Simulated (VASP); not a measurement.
Wanted: the native input for a VASP 6.6.1 run.

```
Task                   : single point
Functional             : PBE
Dispersion             : D3(BJ)
Potentials or basis    : VASP PAW PBE potentials, release 64 (Tl_d)
Cutoff                 : 520 eV
k mesh                 : 18 × 18 × 18
Occupations            : gaussian, width 0.15 eV
Spin                   : no spin polarisation
Dipole correction      : no
Further INCAR settings : ALGO = Normal; EDIFF = 1e-06; NBANDS = 12
```

The structure of Tl lies in POSCAR:

```
Tl
1.0
   -1.8439500000      1.8439500000      1.8439500000
    1.8439500000     -1.8439500000      1.8439500000
    1.8439500000      1.8439500000     -1.8439500000
Tl
1
Direct
    0.0000000000      0.0000000000      0.0000000000
```

This isn't the form of Tl at room conditions, which is hcp.

This cell differs from its parent crystal: strain -0.050 along x and y, -0.050 along z.

The input as run:

INCAR

```
SYSTEM = Tl
PREC = Accurate
ENCUT = 520
EDIFF = 1E-6
ISMEAR = 0
SIGMA = 0.15
LREAL = .FALSE.
LASPH = .TRUE.
NELM = 100
ALGO = Normal
ISIF = 2
LWAVE = .FALSE.
LCHARG = .TRUE.
GGA = PE
IVDW = 12
LELF = .TRUE.
LVHAR = .TRUE.
NBANDS = 12
```

KPOINTS

```
regular mesh
0
G
  18 18 18
  0 0 0
```

Potentials or basis: VASP PAW PBE potentials, release 64 (Tl_d).

Command:

```sh
$ cat potpaw_PBE.64/Tl_d/POTCAR > POTCAR
$ mpirun -np 1 vasp_std > vasp.out
```

Results of the run:

* Pressure: 8.2 GPa
* Band gap on the k mesh: zero (an odd number of electrons rules out a gap without spin polarisation)
* Dispersion energy per atom: -0.392 eV

Caveat: the cell differs from its parent crystal (strain -0.050 along x and y, -0.050 along z); the cell stands under pressure; spin-orbit coupling is left out, which moves the levels of the heavy elements.

It took 21 s on 1 thread of AMD EPYC 9R45 96-Core Processor (Zen 5), with other jobs on the host, peak memory 0.16 GiB.
